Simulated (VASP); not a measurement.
# Ta4NiO11 (P2/m) in VASP: further runs

The runs below take Ta4NiO11 through single point, with PBE.

Program: VASP 6.6.1. These are calculated values, not measurements. Logs are shortened: lines on timing, memory, paths and dates and some standing lists are left out, and cuts for length are marked.

## Step 1: The cell of the first run

The structure is monoclinic, space group P2/m (No. 10). Conventional cell: a = 4.741 Å, b = 5.805 Å, c = 7.508 Å, α = 90.00°, β = 105.76°, γ = 90.00°. Ta (site symmetry m) has 6 O at 1.88 to 2.21 Å within 2.5 Å. Within 2.5 Å of Ta (site symmetry m) lie 5 O at 1.88 to 1.96 Å. Within 2.6 Å of Ni (site symmetry 2/m) lie 4 O at 1.94 Å. Within 2.8 Å of O (site symmetry 1) lie 2 Ta at 1.93 to 2.21 Å and 1 Ni at 1.94 Å and 5 O at 2.32 to 2.80 Å. O (site symmetry 1) has 3 Ta at 1.93 to 3.40 Å and 11 O at 2.65 to 3.32 Å and 1 Ni at 2.97 Å within 3.5 Å. O (site symmetry 2/m) has 2 Ta at 2.00 Å within 2.7 Å. Within 2.5 Å of O (site symmetry 2/m) lie 2 Ta at 1.88 Å. O (site symmetry 2/m) has 2 Ta at 1.88 Å and 4 O at 2.32 Å within 2.5 Å.

## Step 2: Single point, PBE, collinear spin, ferromagnetic start

File INCAR:

```
  ALGO = Normal
  EDIFF = 1E-6
  ENCUT = 520
  GGA = PE
  ISIF = 2
  ISMEAR = -1
  ISPIN = 2
  LASPH = True
  LCHARG = True
  LELF = True
  LMAXMIX = 4
  LORBIT = 11
  LREAL = Auto
  LVHAR = True
  LWAVE = False
  MAGMOM = 0 0 0 0 1 0 0 0 0 0 0 0 0 0 0 0
  NBANDS = 78
  NELM = 150
  PREC = Accurate
  SIGMA = 0.05
```

File KPOINTS:

```
k-points
0
Gamma
  4 4 3
```

File POSCAR:

```
Ta4NiO11
1.0
    4.7410646222      0.0000000000     -0.0188273972
    0.0000000000      5.8046003760      0.0000000000
   -2.0102535266      0.0000000000      7.2336020198
Ta Ni O
4 1 11
Direct
    0.6097123998      0.5000000000      0.7603946081
    0.3902876002      0.5000000000      0.2396053919
    0.1630790575      0.0000000000      0.7975822512
    0.8369209425      0.0000000000      0.2024177488
    0.5000000000      0.0000000000      0.5000000000
    0.3295401075      0.7987359964      0.6485732033
    0.6704598925      0.7987359964      0.3514267967
    0.9004852173      0.2583729342      0.8082012185
    0.0995147827      0.2583729342      0.1917987815
    0.6704598925      0.2012640036      0.3514267967
    0.3295401075      0.2012640036      0.6485732033
    0.0995147827      0.7416270658      0.1917987815
    0.9004852173      0.7416270658      0.8082012185
    0.5000000000      0.5000000000      0.0000000000
    0.5000000000      0.0000000000      0.0000000000
    0.5000000000      0.5000000000      0.5000000000
```

Potentials or basis: VASP PAW PBE potentials, release 64 (Ta_pv, Ni, O).

Launch:

```bash
cat potpaw_PBE.64/Ta_pv/POTCAR potpaw_PBE.64/Ni/POTCAR potpaw_PBE.64/O/POTCAR > POTCAR
mpirun -np 1 vasp_std > vasp.out
```

OUTCAR:

```text
EDIFF = 1E-6
   ENCUT = 520
   GGA = PE
   ISIF = 2
   ISMEAR = -1
   ISPIN = 2
   LASPH = True
   LORBIT = 11
   LREAL = Auto
   NELM = 150
   PREC = Accurate

 ion  position               nearest neighbor table
   1  0.610  0.500  0.760-  16 1.88  13 1.93   8 1.93  14 2.00  11 2.21   6 2.21
   2  0.390  0.500  0.240-  16 1.88  12 1.93   9 1.93  14 2.00  10 2.21   7 2.21
   3  0.163  0.000  0.798-  15 1.88  11 1.93   6 1.93  13 1.96   8 1.96   5 3.08   5 3.33
   4  0.837  0.000  0.202-  15 1.88  10 1.93   7 1.93  12 1.96   9 1.96   5 3.08   5 3.33
   5  0.500  0.000  0.500-   6 1.94   7 1.94  10 1.94  11 1.94   3 3.08   4 3.08   3 3.33   4 3.33

   6  0.330  0.799  0.649-   3 1.93   5 1.94   1 2.21
   7  0.670  0.799  0.351-   4 1.93   5 1.94   2 2.21
   8  0.900  0.258  0.808-   1 1.93   3 1.96
   9  0.100  0.258  0.192-   2 1.93   4 1.96
  10  0.670  0.201  0.351-   4 1.93   5 1.94   2 2.21
  11  0.330  0.201  0.649-   3 1.93   5 1.94   1 2.21
  12  0.100  0.742  0.192-   2 1.93   4 1.96
  13  0.900  0.742  0.808-   1 1.93   3 1.96
  14  0.500  0.500  0.000-   1 2.00   2 2.00
  15  0.500  0.000  0.000-   3 1.88   4 1.88
  16  0.500  0.500  0.500-   1 1.88   2 1.88

  LATTYP: Found a simple monoclinic cell.
 ALAT       =     4.7411020051
 B/A-ratio  =     1.2243145939
 C/A-ratio  =     1.5835426368
 COS(beta)  =    -0.2715815694

  Lattice vectors:

 A1 = (   4.7410646222,   0.0000000000,  -0.0188273972)
 A2 = (   0.0000000000,   5.8046003760,   0.0000000000)
 A3 = (  -2.0102535266,   0.0000000000,   7.2336020198)

Analysis of symmetry for initial positions (statically):
=====================================================================
 Subroutine PRICEL returns:
 Original cell was already a primitive cell.

 Routine SETGRP: Setting up the symmetry group for a
 simple monoclinic supercell.

 Subroutine GETGRP returns: Found  4 space group operations
 (whereof  4 operations were pure point group operations)
 out of a pool of  4 trial point group operations.

The static configuration has the point symmetry C_2h.

Analysis of symmetry for dynamics (positions and initial velocities):
=====================================================================
 Subroutine PRICEL returns:
 Original cell was already a primitive cell.

[... 181 lines left out ...]

 number of electron     120.0000015 magnetization       0.0096071

 number of electron     120.0000015 magnetization      -0.0000007

 Free energy of the ion-electron system (eV)
  ---------------------------------------------------
  ext. energy  EPLUGINS =         0.00000000
  ---------------------------------------------------
  free energy    TOTEN  =      -144.32936075 eV

  energy without entropy =     -144.32929205  energy(sigma->0) =     -144.32932640

 E-fermi :   3.6284     XC(G=0): -10.7159

 val. band max:        3.1605676852   @ k =   0.0000   0.5000   0.3333
 cond. band min:       4.0054933589   @ k =   0.5000   0.5000   0.3333
 fundamental gap:      0.8449256737
 Fermi energy:         3.6283718310

 spin component 1

 k-point     1 :       0.0000    0.0000    0.0000
  band No.  band energies     occupation
      1     -32.5349      1.00000
      2     -32.4395      1.00000
      3     -32.4392      1.00000
      4     -32.4246      1.00000
      5     -32.4153      1.00000
      6     -32.4082      1.00000
[... 1564 lines left out ...]
     71       7.3630      0.00000
     72       7.5115      0.00000
 Fermi energy:         3.6283718310

 spin component 2

 k-point     1 :       0.0000    0.0000    0.0000
  band No.  band energies     occupation
      1     -32.5349      1.00000
      2     -32.4395      1.00000
      3     -32.4392      1.00000
      4     -32.4246      1.00000
      5     -32.4153      1.00000
      6     -32.4082      1.00000
[... 1564 lines left out ...]
     71       7.3630      0.00000
     72       7.5115      0.00000
 [bands above 72 left out]

------------------------ aborting loop because EDIFF is reached ----------------------------------------

  FORCE on cell =-STRESS in cart. coord.  units (eV):
  Direction    XX          YY          ZZ          XY          YZ          ZX
  --------------------------------------------------------------------------------------
  -------------------------------------------------------------------------------------
  Total        3.5872849      3.6181275      3.6408026      0.0000000      0.0000000     -0.2406007
  in kB       28.9036837     29.1521906     29.3348893      0.0000000      0.0000000     -1.9385818
  external PRESSURE =      29.1302545 kB  Pullay stress =       0.0000000 kB

 VOLUME and BASIS-vectors are now :
 -----------------------------------------------------------------------------
  energy-cutoff  :      520.00
  volume of cell :      198.85
      direct lattice vectors                 reciprocal lattice vectors
     4.741064622  0.000000000 -0.018827397     0.211156121  0.000000000  0.058681323
     0.000000000  5.804600376  0.000000000     0.000000000  0.172277148  0.000000000
    -2.010253527  0.000000000  7.233602020     0.000549591  0.000000000  0.138396447

 POSITION                                       TOTAL-FORCE (eV/Angst)
 -----------------------------------------------------------------------------------
      1.36210      2.90230      5.48891        -0.068998      0.000000      0.064120
      1.36871      2.90230      1.72586         0.068998      0.000000     -0.064120
     -0.83017      0.00000      5.76632        -0.109273      0.000000      0.038063
      3.56099      0.00000      1.44845         0.109273      0.000000     -0.038063
      1.36541      0.00000      3.60739        -0.000000      0.000000      0.000000
      0.25857      4.63634      4.68532         0.037636     -0.072658     -0.049336
[... 8 lines left out ...]
      2.37053      0.00000     -0.00941        -0.000000      0.000000      0.000000
      1.36541      2.90230      3.60739        -0.000000      0.000000      0.000000
 -----------------------------------------------------------------------------------
    total drift:                                0.000000      0.000000     -0.000000

  FREE ENERGIE OF THE ION-ELECTRON SYSTEM (eV)
  ---------------------------------------------------
  free  energy   TOTEN  =      -144.3293607465 eV

  energy  without entropy=     -144.3292920495  energy(sigma->0) =     -144.32932640

 total charge

# of ion       s       p       d       tot
------------------------------------------
    1        0.339   6.312   2.100   8.751
    2        0.339   6.312   2.100   8.751
    3        0.363   6.324   2.233   8.920
    4        0.363   6.324   2.233   8.920
    5        0.396   0.435   8.328   9.159
    6        1.571   3.483   0.000   5.054
[... 8 lines left out ...]
   15        1.570   3.551   0.000   5.121
   16        1.585   3.556   0.000   5.141
--------------------------------------------------
tot         19.083  64.243  16.994 100.319

 magnetization (x)

# of ion       s       p       d       tot
------------------------------------------
    1       -0.000  -0.000   0.000   0.000
    2       -0.000  -0.000   0.000   0.000
    3       -0.000  -0.000  -0.000  -0.000
    4       -0.000  -0.000  -0.000  -0.000
    5        0.000   0.000  -0.000  -0.000
    6       -0.000   0.000   0.000   0.000
[... 8 lines left out ...]
   15       -0.000  -0.000   0.000  -0.000
   16       -0.000   0.000   0.000   0.000
--------------------------------------------------
tot         -0.000   0.000  -0.000   0.000
```

OSZICAR:

```text
N       E                     dE             d eps       ncg     rms          rms(c)
DAV:   1     0.132128926409E+04    0.13213E+04   -0.62854E+04  6552   0.160E+03
DAV:   2    -0.167893790962E+02   -0.13381E+04   -0.12540E+04  7048   0.465E+02
[... 14 lines left out ...]
DAV:  17    -0.144329499277E+03   -0.50739E-04   -0.20006E-03  7848   0.150E-01    0.831E-02
DAV:  18    -0.144329452822E+03    0.46455E-04   -0.10291E-04  9376   0.622E-02    0.598E-02
DAV:  19    -0.144329384674E+03    0.68148E-04   -0.64766E-05  9592   0.721E-02    0.334E-02
DAV:  20    -0.144329368174E+03    0.16500E-04   -0.35108E-05  9200   0.370E-02    0.180E-02
DAV:  21    -0.144329362106E+03    0.60672E-05   -0.52167E-06  5704   0.213E-02    0.832E-03
DAV:  22    -0.144329360385E+03    0.17212E-05   -0.90691E-06  8408   0.231E-02    0.208E-03
DAV:  23    -0.144329360747E+03   -0.36124E-06   -0.23142E-06  5288   0.542E-03
   1 F= -.14432936E+03 E0= -.14432933E+03  d E =-.686971E-04  mag=     0.0000
```

stdout:

```text
POSCAR found type information on POSCAR TaNiO
 POSCAR found :  3 types and      16 ions
 scaLAPACK will be used
 LDA part: xc-table for (Slater+PW92), standard interpolation
 POSCAR, INCAR and KPOINTS ok, starting setup
 FFT: planning ... GRIDC
 FFT: planning ... GRID_SOFT
 FFT: planning ... GRID
 WAVECAR not read
 entering main loop
```

Run time: 38 min. Hardware: 1 thread of Oxide Virtual Turin-like, shared host; peak memory 0.59 GiB.

Results:

| Property | Result |
| --- | --- |
| Free energy | -144.3294 eV |
| Pressure | 2.9 GPa |
| Largest force | 0.116 eV/Å |
| Band gap on the k mesh | 0.84 eV (least direct gap 0.89 eV) |
| Net moment | 0.00 μB per cell |
| Valence electrons inside the program's atomic spheres | Ta 8.75, 8.92 (each value once); Ni 9.16; O 5.05, 5.08, 5.04, 5.12, 5.14 (each value once) |

Forces on the atoms (eV/Å):
```
Ta  -0.069  0.000  0.064
Ta   0.069  0.000 -0.064
Ta  -0.109  0.000  0.038
Ta   0.109  0.000 -0.038
Ni   0.000  0.000  0.000
O    0.038 -0.073 -0.049
O   -0.038 -0.073  0.049
O   -0.001  0.001  0.013
O    0.001  0.001 -0.013
O   -0.038  0.073  0.049
O    0.038  0.073 -0.049
O    0.001 -0.001 -0.013
O   -0.001 -0.001  0.013
O    0.000  0.000  0.000
O    0.000  0.000  0.000
O    0.000  0.000  0.000
```

Caveat: spin-orbit coupling is left out, which moves the levels of the heavy elements; an odd mesh through Γ misses points on the zone boundary, where band edges can lie.

## Step 3: Single point, PBE, collinear spin, ferromagnetic start

This run uses another cell than the first one, of 12.19 Å³/atom.

File INCAR:

```
PREC = Accurate
ENCUT = 520
EDIFF = 1E-7
ISMEAR = -1
SIGMA = 0.05
LREAL = Auto
LASPH = T
NELM = 150
ALGO = Normal
ISIF = 2
LWAVE = F
LCHARG = F
ISPIN = 2
MAGMOM = 0 0 0 0 1 0 0 0 0 0 0 0 0 0 0 0
LORBIT = 11
LMAXMIX = 4
GGA = PE
NBANDS = 78
```

File KPOINTS:

```
regular mesh
0
Gamma
  4 4 3
```

File POSCAR:

```
Ta4NiO11
1.0
    4.6952200171      0.0000000000     -0.0555305449
    0.0000000000      5.7802840777      0.0000000000
   -2.0469194055      0.0000000000      7.2087594260
Ta Ni O
4 1 11
Direct
    0.6044995911      0.5000000000      0.7603739596
    0.3955004089      0.5000000000      0.2396260404
    0.1584586073      0.0000000000      0.7955041834
    0.8415413927      0.0000000000      0.2044958166
    0.5000000000      0.0000000000      0.5000000000
    0.3245210278      0.7983349089      0.6453863828
    0.6754789722      0.7983349089      0.3546136172
    0.9006202788      0.2593394381      0.8096262285
    0.0993797212      0.2593394381      0.1903737715
    0.6754789722      0.2016650911      0.3546136172
    0.3245210278      0.2016650911      0.6453863828
    0.0993797212      0.7406605619      0.1903737715
    0.9006202788      0.7406605619      0.8096262285
    0.5000000000      0.5000000000      0.0000000000
    0.5000000000      0.0000000000      0.0000000000
    0.5000000000      0.5000000000      0.5000000000
```

Potentials or basis: VASP PAW PBE potentials, release 64 (Ta_pv, Ni, O).

Launch:

```bash
cat potpaw_PBE.64/Ta_pv/POTCAR potpaw_PBE.64/Ni/POTCAR potpaw_PBE.64/O/POTCAR > POTCAR
mpirun -np 1 vasp_std > vasp.out
```

It took 52 min on 1 thread of Oxide Virtual Turin-like, shared host; peak memory 0.58 GiB.

The run converged. Its results:

```yaml
Free_energy: -144.2303 eV
Pressure: 6.0 GPa
Largest_force: 0.102 eV/Å
Band_gap_on_the_k_mesh: 0.89 eV (least direct gap 0.92 eV)
Net_moment: 0.00 μB per cell
Valence_electrons_inside_the_program's_atomic_spheres: Ta 8.78, 8.95 (each value once); Ni 9.18; O 5.06, 5.08, 5.05, 5.13, 5.15 (each value once)
```

Forces in eV/Å, atoms in the order of the input:
```
Ta  -0.077  0.000  0.066
Ta   0.077  0.000 -0.066
Ta  -0.099  0.000  0.023
Ta   0.099  0.000 -0.023
Ni   0.000  0.000  0.000
O    0.030 -0.068 -0.048
O   -0.030 -0.068  0.048
O   -0.001  0.006  0.020
O    0.001  0.006 -0.020
O   -0.030  0.068  0.048
O    0.030  0.068 -0.048
O    0.001 -0.006 -0.020
O   -0.001 -0.006  0.020
O    0.000  0.000  0.000
O    0.000  0.000  0.000
O    0.000  0.000  0.000
```

Stress tensor (GPa, compression positive):
```
 5.95  0.00 -0.19
 0.00  5.99  0.00
-0.19  0.00  6.00
```

Levels at points of the mesh, in eV from the valence-band top:
Spin up:
```tsv
k point	band 56	band 57	band 58	band 59	band 60	band 61	band 62	band 63	band 64	band 65
(0.00, 0.00, 0.00)	-0.85	-0.78	-0.35	-0.12	-0.09	1.08	1.37	1.88	2.04	2.71
(0.50, 0.00, 0.00)	-1.00	-0.83	-0.28	-0.26	-0.14	1.21	1.66	2.03	2.19	2.36
(0.00, 0.50, 0.00)	-1.26	-0.83	-0.18	-0.06	-0.02	1.19	2.11	2.26	2.29	2.96
(0.50, 0.50, 0.00)	-1.10	-0.71	-0.24	-0.23	-0.01	1.02	2.24	2.54	2.60	2.82
```
Spin down:
| k point | band 57 | band 58 | band 59 | band 60 | band 61 | band 62 | band 63 | band 64 |
| --- | --- | --- | --- | --- | --- | --- | --- | --- |
| (0.00, 0.00, 0.00) | -0.78 | -0.35 | -0.12 | -0.09 | 1.08 | 1.37 | 1.88 | 2.04 |
| (0.50, 0.00, 0.00) | -0.83 | -0.28 | -0.26 | -0.14 | 1.21 | 1.66 | 2.03 | 2.19 |
| (0.00, 0.50, 0.00) | -0.83 | -0.18 | -0.06 | -0.02 | 1.19 | 2.11 | 2.26 | 2.29 |
| (0.50, 0.50, 0.00) | -0.71 | -0.24 | -0.23 | -0.01 | 1.02 | 2.24 | 2.54 | 2.60 |

Caveat: the cell stands under pressure; spin-orbit coupling is left out, which moves the levels of the heavy elements; an odd mesh through Γ misses points on the zone boundary, where band edges can lie.
